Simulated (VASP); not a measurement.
Here is a VASP 6.6.1 calculation.

Contents of INCAR:

```
SYSTEM = La2O3
PREC     = Accurate       ! precision mode
ENCUT    = 520            ! plane-wave cutoff, eV
EDIFF    = 1E-8           ! SCF threshold, eV
ISMEAR   = 0              ! smearing method
SIGMA    = 0.01           ! smearing width, eV
LREAL    = .FALSE.        ! projectors in reciprocal space
LASPH    = .TRUE.         ! aspherical terms in the spheres
NELM     = 60             ! most SCF steps
ALGO     = Normal         ! electronic algorithm
ISIF     = 2              ! what is computed and relaxed
LWAVE    = .FALSE.        ! write WAVECAR
LCHARG   = .FALSE.        ! write CHGCAR
GGA      = PE             ! functional
LEPSILON = .TRUE.         ! dielectric tensor by DFPT
```

File KPOINTS:

```
regular mesh
0
G
  8 8 5
  0 0 0
```

The input POSCAR:

```
La2O3
1.0
    3.9307778780      0.0000000000      0.0000000000
   -1.9653889390      3.4041534990      0.0000000000
    0.0000000000      0.0000000000      6.1119535200
La O
2 3
Direct
    0.3333333333      0.6666666667      0.2462356800
    0.6666666667      0.3333333333      0.7537643200
    0.0000000000      0.0000000000      0.0000000000
    0.3333333333      0.6666666667      0.6458906500
    0.6666666667      0.3333333333      0.3541093500
```

Potentials or basis: VASP PAW PBE potentials, release 64 (La, O).

Run with:

```sh
$ cat potpaw_PBE.64/La/POTCAR potpaw_PBE.64/O/POTCAR > POTCAR
$ mpirun -np 1 vasp_std > vasp.out
```

**Question.** Estimate the electronic dielectric tensor (diagonal).

**Answer.** 4.81, 4.81, 4.71.

**Question.** Estimate the Born charges (mean of the diagonal).

**Answer.** La +4.08; O -2.67, -2.75 (each value once) e.

**Question.** What does it give for the band gap on the k mesh?

**Answer.** 3.89 eV (least direct gap 4.07 eV).

Born effective charge tensors (e):
atom 1, La
```
4.21 0.00 0.00
0.00 4.21 0.00
0.00 0.00 3.83
```
atom 2, La
```
4.21 0.00 0.00
0.00 4.21 0.00
0.00 0.00 3.83
```
atom 3, O
```
-2.71  0.00  0.00
 0.00 -2.71  0.00
 0.00  0.00 -2.58
```
atom 4, O
```
-2.85  0.00  0.00
 0.00 -2.85  0.00
 0.00  0.00 -2.54
```
atom 5, O
```
-2.85  0.00  0.00
 0.00 -2.85  0.00
 0.00  0.00 -2.54
```

Caveat: spin-orbit coupling is left out, which moves the levels of the heavy elements. A k mesh can miss the band edges.
